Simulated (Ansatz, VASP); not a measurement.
**OsBr: VASP beside Ansatz**

```
Os Br
1.0
     3.48029    0.00000    0.00000
     0.00000    3.05181    0.00000
     0.00000    0.00000    9.45050
Os Br
2 2
Direct
  0.75000 0.00000 0.58060
  0.25000 0.00000 0.41940
  0.75000 0.50000 0.22602
  0.25000 0.50000 0.77398
```

Alike in both runs: functional PBE; k mesh 10 × 16 × 8; occupations gaussian, width 0.1 eV; no spin polarisation.

Ansatz relaxed the structure, and its values are those at the end. VASP's run is a single point on that final structure, the one shown.

|  | VASP | Ansatz |
| --- | --- | --- |
| version | VASP 6.6.1 | Ansatz 0.2.0 |
| potentials or method | VASP PAW PBE potentials, release 64 (Os_sv_GW, Br), cutoff 560 eV | scalar-relativistic, plane waves, PAW |
| valence electrons in the cell | 46 | 46 |

|  | VASP | Ansatz | Ansatz less VASP |
| --- | --- | --- | --- |
| gap on the k mesh at the Fermi level (eV) | none | none | - |
| pressure (GPa) | -0.3 | 0.0 | +0.31 |
| rms of the force components (eV/Å) | 0.033 | 0.000 | -0.0328 |

A gap of «none» marks a metal or a gap that the smearing closes.

Neither program's run includes spin-orbit coupling.
